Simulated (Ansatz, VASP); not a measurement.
# Two plane-wave programs on Mo

Contents of INCAR:

```
SYSTEM = Mo
PREC = Accurate
ENCUT = 520
EDIFF = 1E-7
ISMEAR = -1
SIGMA = 0.05
LREAL = .FALSE.
LASPH = .TRUE.
NELM = 60
ALGO = Normal
ISIF = 2
LWAVE = .FALSE.
LCHARG = .FALSE.
GGA = RP
IVDW = 13
NBANDS = 13
```

Contents of KPOINTS:

```
regular mesh
0
G
  12 12 12
  0 0 0
```

Contents of POSCAR:

```
Mo
1.0
   -1.5514772677      1.5514772677      1.5514772677
    1.5514772677     -1.5514772677      1.5514772677
    1.5514772677      1.5514772677     -1.5514772677
Mo
1
Direct
    0.0000000000      0.0000000000      0.0000000000
```

input.yaml

```yaml
crystal:
  lattice:
    - [-1.5514772677, 1.5514772677, 1.5514772677]
    - [1.5514772677, -1.5514772677, 1.5514772677]
    - [1.5514772677, 1.5514772677, -1.5514772677]
  atoms:
    - { symbol: Mo, position: [0.0, 0.0, 0.0] }
hamiltonian:
  xc: rpbe
  pseudopotentials: { kind: paw }
  dispersion: d4
kpoints:
  mp_grid: { grid: [12, 12, 12] }
scf:
  occupations: { method: fermi_dirac, width: 0.05 }
output:
  forces: true
  stress: true
  eigenvalues: true
```

Alike in both runs: task single point; functional RPBE; dispersion D4; k mesh 12 × 12 × 12; occupations fermi-dirac, width 0.05 eV; no spin polarisation.

|  | VASP | Ansatz |
| --- | --- | --- |
| version | VASP 6.6.1 | Ansatz 0.2.0 |
| potentials or method | VASP PAW PBE potentials, release 64 (Mo_sv) | Ansatz PAW |
| plane-wave cutoff (eV) | 520 | 420 |
| valence electrons in the cell | 14 | 14 |

```csv
,VASP,Ansatz,Ansatz less VASP
gap on the k mesh at the Fermi level (eV),none,none,-
pressure (GPa),8.5,7.9,-0.64
```

VASP's potentials were made for PBE, not for RPBE. A gap of «none» marks a metal or a gap that the smearing closes.
